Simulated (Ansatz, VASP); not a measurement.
Two plane-wave programs on Rb

```xyz
2
Lattice="0.0000 5.1440 5.1440 5.1440 0.0000 5.1440 5.1440 5.1440 0.0000" Properties=species:S:1:pos:R:3 pbc="T T T"
Rb    1.2860    1.2860    1.2860
Rb    9.0020    9.0020    9.0020
```

Alike in both runs: task single point; functional r2SCAN; k mesh 6 × 6 × 6; occupations fermi-dirac, width 0.1 eV; no spin polarisation.

```csv
,VASP,Ansatz
version,VASP 6.6.1,Ansatz 0.2.0
potentials or method,"VASP PAW PBE potentials, release 64 (Rb_sv), cutoff 520 eV","plane waves (500 eV) with PAW, scalar-relativistic"
valence electrons in the cell,18,18
```

|  | VASP | Ansatz | Ansatz less VASP |
| --- | --- | --- | --- |
| pressure (GPa) | 0.0 | 0.0 | 0.00 |

VASP's potentials were made for PBE, not for r2SCAN.
